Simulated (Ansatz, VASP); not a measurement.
## SiGe3 in VASP and in Ansatz

INCAR

```
PREC     = Accurate       # precision mode
ENCUT    = 600            # plane-wave cutoff, eV
EDIFF    = 1E-6           # SCF threshold, eV
ISMEAR   = 0              # smearing method
SIGMA    = 0.1            # smearing width, eV
LREAL    = F              # projectors in reciprocal space
LASPH    = T              # aspherical terms in the spheres
NELM     = 80             # most SCF steps
ALGO     = Normal         # electronic algorithm
ISIF     = 3              # what is computed and relaxed
LWAVE    = F              # write WAVECAR
LCHARG   = F              # write CHGCAR
GGA      = PE             # functional
IBRION   = 2              # ionic algorithm
NSW      = 100            # ionic steps
EDIFFG   = -0.01          # ionic threshold
```

KPOINTS

```
regular mesh
0
Gamma
  18 18 4
```

Contents of POSCAR:

```
SiGe3
1.0
    2.7868706927      0.0000000000      0.0000000000
   -1.3934353464      2.4135008169      0.0000000000
    0.0000000000      0.0000000000     11.1291573068
Si Ge
1 3
Direct
    0.0000000000      0.0000000000      0.0000000000
    0.0000000000      0.0000000000      0.2392527208
    0.0000000000      0.0000000000      0.5000000000
    0.0000000000      0.0000000000      0.7607472792
```

Input for Ansatz:

```yaml
crystal:
  lattice:
    - [2.7868706927, 0.0, 0.0]
    - [-1.3934353464, 2.4135008169, 0.0]
    - [0.0, 0.0, 11.1291573068]
  atoms:
    - { symbol: Si, position: [0.0, 0.0, 0.0] }
    - { symbol: Ge, position: [0.0, 0.0, 0.2392527208] }
    - { symbol: Ge, position: [0.0, 0.0, 0.5] }
    - { symbol: Ge, position: [0.0, 0.0, 0.7607472792] }
basis:
  ecutwfc: 420
kpoints:
  mp_grid: { grid: [18, 18, 4] }
hamiltonian:
  xc: pbe
scf:
  occupations: { method: gaussian, width: 0.1 }
output:
  forces: true
  stress: true
  eigenvalues: true
  write_density: true
  write_potential: true
  elf: true
  volumetric_format: npy
relax:
  adjacent_minimum: "off"
  f_tol: 0.01
  max_steps: 80
  cell: { stress_tol: 0.05 }
```

Alike in both runs: task relaxation of cell and atoms; functional PBE; k mesh 18 × 18 × 4; occupations gaussian, width 0.1 eV; no spin polarisation.

```csv
,VASP,Ansatz
version,VASP 6.6.1,Ansatz 0.2.0
potentials or method,"VASP PAW PBE potentials, release 64 (Si, Ge_d), cutoff 600 eV","scalar-relativistic, plane waves, PAW"
valence electrons in the cell,46,46
```

VASP gave:

- gap on the k mesh at the Fermi level, each at its own relaxed structure (eV): none
- relaxed volume (Å³/atom): 18.27
- relaxed length of the cell vector where the two differ most in proportion (Å): 2.830

Task: Estimate Ansatz's values.

Result: gap on the k mesh at the Fermi level, each at its own relaxed structure (eV): none; relaxed volume (Å³/atom): 18.27; relaxed length of the cell vector where the two differ most in proportion (Å): 2.829.

A gap of «none» marks a metal or a gap that the smearing closes.

Noted on VASP's run: too few bands were computed for a metal, which touches its energy and stress.
